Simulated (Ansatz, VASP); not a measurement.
**SiO2 in VASP and in Ansatz**

```
Si O
1.0
     4.52597    0.00000    0.00000
     0.00000    4.52597    0.00000
     0.00000    0.00000    6.02045
Si O
4 8
Direct
  0.15470 0.15470 0.00000
  0.34530 0.65470 0.75000
  0.65470 0.34530 0.25000
  0.84530 0.84530 0.50000
  0.69113 0.72003 0.72167
  0.30887 0.27997 0.22167
  0.72003 0.69113 0.27833
  0.22003 0.80887 0.97167
  0.27997 0.30887 0.77833
  0.19113 0.77997 0.52833
  0.80887 0.22003 0.02833
  0.77997 0.19113 0.47167
```

Alike in both runs: task single point; functional LDA; k mesh 6 × 6 × 4; occupations gaussian, width 0.02 eV; no spin polarisation.

|  | VASP | Ansatz |
| --- | --- | --- |
| version | VASP 6.6.1 | Ansatz 0.2.0 |
| potentials or method | VASP PAW LDA potentials, release 64 (Si, O), cutoff 520 eV | scalar-relativistic, plane waves, PAW |
| valence electrons in the cell | 64 | 64 |

VASP gave:

* gap on the k mesh at the Fermi level (eV): 5.98
* least direct gap on the mesh (eV): 5.98
* pressure (GPa): 11.0
* traceless stress, the component that is largest in VASP (GPa): -0.08
* rms of the force components (eV/Å): 0.032

Question: What did Ansatz give for the same quantities?

Answer: gap on the k mesh at the Fermi level (eV): 5.98; least direct gap on the mesh (eV): 5.98; pressure (GPa): 10.0; traceless stress, the component that is largest in VASP (GPa): -0.03; rms of the force components (eV/Å): 0.000.

LDA's correlation is that of Perdew and Zunger in VASP and of Perdew and Wang (1992) in Ansatz. Atom by atom the forces differ by 0.032 eV/Å (rms over components).
